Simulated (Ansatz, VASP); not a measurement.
Two plane-wave programs on AuS2

```
CELL_PARAMETERS angstrom
3.55259 0.00000 0.00000
-1.77630 3.07663 0.00000
0.00000 0.00000 10.28153
ATOMIC_POSITIONS crystal
S 0.33333 0.66667 0.59677
S 0.66667 0.33333 0.09677
S 0.33333 0.66667 0.90323
S 0.66667 0.33333 0.40323
Au 0.33333 0.66667 0.25000
Au 0.66667 0.33333 0.75000
```

Alike in both runs: functional PBE; k mesh 12 × 12 × 4; occupations gaussian, width 0.1 eV; no spin polarisation.

Ansatz relaxed the structure, and its values are those at the end. VASP's run is a single point on that final structure, the one shown.

|  | VASP | Ansatz |
| --- | --- | --- |
| version | VASP 6.6.1 | Ansatz 0.2.0 |
| potentials or method | VASP PAW PBE potentials, release 64 (S, Au), cutoff 520 eV | scalar-relativistic, plane waves, PAW |
| valence electrons in the cell | 46 | 62 |

|  | VASP | Ansatz | Ansatz less VASP |
| --- | --- | --- | --- |
| gap on the k mesh at the Fermi level (eV) | none | none | - |
| pressure (GPa) | -0.3 | 0.0 | +0.25 |
| rms of the force components (eV/Å) | 0.008 | 0.000 | -0.0076 |

A gap of «none» marks a metal or a gap that the smearing closes. VASP's potentials hold 46 valence electrons a cell and Ansatz's 62, so a difference there can come from the potentials and not from the codes.

Neither program's run includes spin-orbit coupling.
